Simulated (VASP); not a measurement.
Crystal: C.

```
C
1.0
     2.86770    1.65566    4.89057
    -2.86770    1.65566    4.89057
     0.00000   -3.31133    4.89057
C
12
Direct
  0.01019 0.65361 0.01019
  0.01019 0.01019 0.65361
  0.65361 0.01019 0.01019
  0.98981 0.34639 0.98981
  0.34639 0.98981 0.98981
  0.98981 0.98981 0.34639
  0.22118 0.63060 0.22118
  0.22118 0.22118 0.63060
  0.63060 0.22118 0.22118
  0.77882 0.36940 0.77882
  0.36940 0.77882 0.77882
  0.77882 0.77882 0.36940
```

| Property | Result |
| --- | --- |
| Program | VASP 6.6.1 |
| Task | relaxation of cell and atoms |
| Functional | PBEsol |
| Potentials or basis | VASP PAW PBE potentials, release 64 (C) |
| Cutoff | 600 eV |
| k mesh | 6 × 6 × 6 |
| Occupations | gaussian, width 0.1 eV |
| Spin | no spin polarisation |

At the start: pressure -30.2 GPa; volume 11.61 Å³/atom.

**Question.** Where does the relaxation end?

**Answer.** Over 35 steps the energy falls by 2505.3 meV/atom and the volume is 11.67 Å³/atom (+0.6 %); space group R-3m (No. 166, to 0.05 Å).

The path:
```tsv
step	energy change (eV)	largest force (eV/Å)	pressure (GPa)	volume (Å³)
1	0.0000	1.4145	-30.16	139.32
2	-7.4389	3.4969	-13.46	99.73
3	-8.0972	4.6091	4.10	89.30
4	-13.2734	4.1989	62.39	74.82
5	-13.2825	3.8463	68.90	74.01
6	-15.1294	3.0586	84.37	73.97
7	-15.1833	4.0611	89.74	73.96
8	-19.3631	2.8813	66.10	80.30
9	-26.2154	11.1930	34.54	101.25
10	-28.7861	3.4889	11.91	110.62
11	-29.3060	1.1335	-0.08	118.41
12	-29.3930	1.0061	-0.09	119.83
13	-29.5571	0.7519	-0.01	124.12
14	-29.3949	2.7608	1.11	132.94
15	-29.5768	1.0977	0.24	126.39
16	-29.6316	0.6926	0.33	128.48
17	-29.6326	0.7145	0.37	128.81
18	-29.6708	0.7022	0.37	129.63
19	-29.7631	0.7005	0.36	132.08
20	-29.8506	1.4316	0.12	137.03
21	-29.8755	1.1840	-0.28	137.57
22	-29.9298	0.5704	-1.46	139.21
23	-29.9460	0.9034	-3.75	142.49
24	-29.9546	0.4083	-2.91	141.27
25	-29.9700	0.3584	-2.80	141.47
26	-30.0066	0.2276	-2.50	142.06
27	-30.0307	0.1708	-2.01	143.20
28	-30.0316	0.1305	-2.08	143.01
29	-30.0419	0.2132	-1.12	142.36
30	-30.0472	0.3838	0.27	141.44
31	-30.0555	0.2826	0.35	141.03
32	-30.0614	0.3553	0.54	140.14
33	-30.0619	0.2470	-0.01	139.88
34	-30.0637	0.0522	0.26	140.00
35	-30.0642	0.0388	0.21	140.10
```

Final structure:
```
CELL_PARAMETERS angstrom
2.55587 1.47563 6.19110
-2.55587 1.47563 6.19110
0.00000 -2.95127 6.19110
ATOMIC_POSITIONS crystal
C 0.92275 0.64990 0.92275
C 0.92275 0.92275 0.64990
C 0.64990 0.92275 0.92275
C 0.07725 0.35010 0.07725
C 0.35010 0.07725 0.07725
C 0.07725 0.07725 0.35010
C 0.15195 0.69457 0.15195
C 0.15195 0.15195 0.69457
C 0.69457 0.15195 0.15195
C 0.84805 0.30543 0.84805
C 0.30543 0.84805 0.84805
C 0.84805 0.84805 0.30543
```

Caveat: the PAW data sets were made with another functional, which shifts forces and pressure a little.
